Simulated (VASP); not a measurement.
# Al: single point with PBEsol

The system is Al.

```
Al
1.0
    -1.56470    1.56470    1.59122
     1.56470   -1.56470    1.59122
     1.56470    1.56470   -1.59122
Al
1
Direct
  0.00000 0.00000 0.00000
```

```
Program             : VASP 6.6.1
Task                : single point
Functional          : PBEsol
Potentials or basis : VASP PAW PBE potentials, release 64 (Al)
Cutoff              : 520 eV
k mesh              : 15 × 15 × 15
Occupations         : fermi-dirac, width 0.1 eV
Spin                : no spin polarisation
```

```
Pressure : 5.2 GPa
```

Stress tensor (GPa, compression positive):
```
4.95 0.00 0.00
0.00 4.95 0.00
0.00 0.00 5.83
```

Levels at points of the mesh, in eV from the Fermi level:
| k point | band 1 | band 2 | band 3 | band 4 | band 5 |
| --- | --- | --- | --- | --- | --- |
| (0.00, 0.00, 0.00) | -11.53 | 13.46 | 13.46 | 13.86 | 15.41 |

Run time: 7.9 s on 1 thread of Intel(R) Xeon(R) 6975P-C (Granite Rapids), with other jobs on the host, peak memory 0.14 GiB.

Caveat: the PAW data sets were made with another functional, which shifts forces and pressure a little.
